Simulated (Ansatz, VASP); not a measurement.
KMgF3 in VASP and in Ansatz

```
K Mg F
1.0
     3.81165    0.00000    0.00000
     0.00000    4.03510    0.00000
     0.00000    0.00000    4.03510
K Mg F
1 1 3
Direct
  0.50000 0.50000 0.50000
  0.00000 0.00000 0.00000
  0.00000 0.50000 0.00000
  0.00000 0.00000 0.50000
  0.50000 0.00000 0.00000
```

Alike in both runs: task single point; functional PBEsol; k mesh 6 × 6 × 6; occupations gaussian, width 0.02 eV; no spin polarisation.

```csv
,VASP,Ansatz
version,VASP 6.6.1,Ansatz 0.2.0
potentials or method,"VASP PAW PBE potentials, release 64 (K_sv, Mg, F), cutoff 600 eV","scalar-relativistic, plane waves, PAW"
valence electrons in the cell,32,40
```

|  | VASP | Ansatz | Ansatz less VASP |
| --- | --- | --- | --- |
| gap on the k mesh at the Fermi level (eV) | 7.25 | 7.27 | +0.021 |
| least direct gap on the mesh (eV) | 7.58 | 7.60 | +0.019 |
| pressure (GPa) | 1.8 | 2.3 | +0.45 |
| traceless stress, the component that is largest in VASP (GPa) | 4.57 | 4.55 | -0.012 |

VASP's potentials were made for PBE, not for PBEsol. VASP's potentials hold 32 valence electrons a cell and Ansatz's 40, so a difference there can come from the potentials and not from the codes.
